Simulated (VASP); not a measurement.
# SnO2 (P4_2/mnm) in VASP: notebook, part 3 of 3

VASP 6.6.1.

## 5. Single point, PBEsol

This run uses another cell than the first one, of 12.18 Å³/atom, 1.027 times its volume.

File INCAR:

```
ALGO = Normal
EDIFF = 1E-7
ENCUT = 520
GGA = PS
ISIF = 2
ISMEAR = -1
LASPH = True
LCHARG = True
LELF = True
LREAL = False
LVHAR = True
LWAVE = False
NBANDS = 35
NELM = 100
PREC = Accurate
SIGMA = 0.02
```

File KPOINTS:

```
k-points
0
Gamma
  6 6 8
```

File POSCAR:

```
SnO2
1.0
    4.7691159690      0.0000000000      0.0000000000
    0.0000000000      4.7691159690      0.0000000000
    0.0000000000      0.0000000000      3.2119755829
Sn O
2 4
Direct
    0.0000000000      0.0000000000      0.0000000000
    0.5000000000      0.5000000000      0.5000000000
    0.3062752979      0.3062752979      0.0000000000
    0.1937247021      0.8062752979      0.5000000000
    0.8062752979      0.1937247021      0.5000000000
    0.6937247021      0.6937247021      0.0000000000
```

Potentials or basis: VASP PAW PBE potentials, release 64 (Sn_d, O).

Launch:

```bash
$ cat potpaw_PBE.64/Sn_d/POTCAR potpaw_PBE.64/O/POTCAR > POTCAR
$ mpirun -np 1 vasp_std > vasp.out
```

OUTCAR:

```text
EDIFF = 1E-7
   ENCUT = 520
   GGA = PS
   ISIF = 2
   ISMEAR = -1
   LASPH = True
   LREAL = False
   NELM = 100
   PREC = Accurate

 ion  position               nearest neighbor table
   1  0.000  0.000  0.000-   3 2.07   6 2.07   5 2.07   4 2.07   4 2.07   5 2.07   2 3.74   2 3.74
                             2 3.74   2 3.74   2 3.74   2 3.74   2 3.74   2 3.74
   2  0.500  0.500  0.500-   4 2.07   5 2.07   3 2.07   6 2.07   3 2.07   6 2.07   1 3.74   1 3.74
                             1 3.74   1 3.74   1 3.74   1 3.74   1 3.74   1 3.74
   3  0.306  0.306  0.000-   1 2.07   2 2.07   2 2.07
   4  0.194  0.806  0.500-   2 2.07   1 2.07   1 2.07
[... 1124 lines left out ...]
  Total        0.2464227      0.2464227      0.3912506      0.0000000      0.0000000      0.0000000
  in kB        5.4043475      5.4043475      8.5805996      0.0000000      0.0000000      0.0000000
  external PRESSURE =       6.4630982 kB  Pullay stress =       0.0000000 kB

 VOLUME and BASIS-vectors are now :
 -----------------------------------------------------------------------------
  energy-cutoff  :      520.00
  volume of cell :       73.05
      direct lattice vectors                 reciprocal lattice vectors
     4.769115969  0.000000000  0.000000000     0.209682467  0.000000000  0.000000000
     0.000000000  4.769115969  0.000000000     0.000000000  0.209682467  0.000000000
     0.000000000  0.000000000  3.211975583     0.000000000  0.000000000  0.311334870

 POSITION                                       TOTAL-FORCE (eV/Angst)
 -----------------------------------------------------------------------------------
      0.00000      0.00000      0.00000         0.000000     -0.000000      0.000000
      2.38456      2.38456      1.60599         0.000000     -0.000000      0.000000
      1.46066      1.46066      0.00000        -0.010746     -0.010746      0.000000
      0.92390      3.84522      1.60599         0.010746     -0.010746      0.000000
      3.84522      0.92390      1.60599        -0.010746      0.010746      0.000000
      3.30845      3.30845      0.00000         0.010746      0.010746      0.000000
 -----------------------------------------------------------------------------------
    total drift:                                0.000000      0.000000     -0.000000

  FREE ENERGIE OF THE ION-ELECTRON SYSTEM (eV)
  ---------------------------------------------------
  free  energy   TOTEN  =       -39.6699177437 eV

  energy  without entropy=      -39.6699177437  energy(sigma->0) =      -39.66991774
```

OSZICAR:

```text
N       E                     dE             d eps       ncg     rms          rms(c)
DAV:   1     0.624772783855E+03    0.62477E+03   -0.25664E+04  3949   0.231E+03
DAV:   2     0.543683030715E+02   -0.57040E+03   -0.53762E+03  3751   0.607E+02
DAV:   3    -0.401573312099E+02   -0.94526E+02   -0.92978E+02  3798   0.207E+02
DAV:   4    -0.450053996407E+02   -0.48481E+01   -0.48103E+01  4420   0.501E+01
DAV:   5    -0.451311764878E+02   -0.12578E+00   -0.12557E+00  4372   0.847E+00    0.149E+01
DAV:   6    -0.396685501964E+02    0.54626E+01   -0.15142E+01  5477   0.616E+01    0.606E+00
DAV:   7    -0.397253619140E+02   -0.56812E-01   -0.17677E+00  3992   0.731E+00    0.315E+00
DAV:   8    -0.396797075962E+02    0.45654E-01   -0.17976E-01  5214   0.377E+00    0.692E-01
DAV:   9    -0.396694176726E+02    0.10290E-01   -0.31300E-02  5713   0.291E+00    0.121E-01
DAV:  10    -0.396698712813E+02   -0.45361E-03   -0.35135E-03  4655   0.506E-01    0.450E-02
DAV:  11    -0.396699188617E+02   -0.47580E-04   -0.13627E-04  5316   0.929E-02    0.193E-02
DAV:  12    -0.396699198678E+02   -0.10061E-05   -0.91292E-06  5281   0.242E-02    0.119E-02
DAV:  13    -0.396699175533E+02    0.23145E-05   -0.81863E-06  5020   0.388E-02    0.249E-03
DAV:  14    -0.396699176583E+02   -0.10508E-06   -0.59496E-07  4176   0.637E-03    0.124E-03
DAV:  15    -0.396699177437E+02   -0.85356E-07   -0.33195E-08  2357   0.172E-03
   1 F= -.39669918E+02 E0= -.39669918E+02  d E =-.124310E-10
```

stdout:

```text
POSCAR found type information on POSCAR SnO
 POSCAR found :  2 types and       6 ions
 scaLAPACK will be used
 -----------------------------------------------------------------------------
|                                                                             |
|                                                                             |
|     You enforced a specific xc type in the INCAR file but a different       |
|     I HOPE YOU KNOW WHAT YOU ARE DOING!                                     |
|                                                                             |
 -----------------------------------------------------------------------------

 LDA part: xc-table for (Slater+PW92), standard interpolation
 POSCAR, INCAR and KPOINTS ok, starting setup
 FFT: planning ... GRIDC
 FFT: planning ... GRID_SOFT
 FFT: planning ... GRID
 WAVECAR not read
 entering main loop
```

Wall time 44 s (1 thread of Intel Xeon 6975P-C (Granite Rapids), shared host); peak memory 0.23 GiB.

What came out:

```yaml
Free_energy: -39.6699 eV
Pressure: 0.6 GPa
Largest_force: 0.015 eV/Å
Band_gap_on_the_k_mesh: 0.91 eV, direct
```

Forces on the atoms (eV/Å):
```
Sn   0.000  0.000  0.000
Sn   0.000  0.000  0.000
O   -0.011 -0.011  0.000
O    0.011 -0.011  0.000
O   -0.011  0.011  0.000
O    0.011  0.011  0.000
```

Caveat: the PAW data sets were made with another functional, which shifts forces and pressure a little; spin-orbit coupling is left out, which moves the levels of the heavy elements.

## 6. Summary

```tsv
level	potentials or basis	cell	smearing	gap on the mesh (eV)	pressure (GPa)	largest force (eV/Å)
LDA	VASP PAW LDA potentials, release 64 (Sn_d, O)	a = 4.722, b = 4.722, c = 3.190 Å, 6 atoms	fermi-dirac 0.02 eV	1.20	1.1	0.02
PBE	VASP PAW PBE potentials, release 64 (Sn_d, O)	a = 4.761, b = 4.761, c = 3.200 Å, 6 atoms	fermi-dirac 0.02 eV	1.09	8.4	0.05
LDA	VASP PAW LDA potentials, release 64 (Sn_d, O)	a = 4.761, b = 4.761, c = 3.200 Å, 6 atoms	gaussian 0.01 eV	0.98	-2.8	0.06
PBEsol	VASP PAW PBE potentials, release 64 (Sn_d, O)	a = 4.769, b = 4.769, c = 3.212 Å, 6 atoms	fermi-dirac 0.02 eV	0.91	0.6	0.02
```

Alike in all rows: task single point; no spin polarisation; k mesh 6 × 6 × 8; cutoff (eV) 520.

Caveats: spin-orbit coupling is left out, which moves the levels of the heavy elements; the PAW data sets were made with another functional, which shifts forces and pressure a little (some runs).

Absolute energies hang on the potentials; compare differences alone.
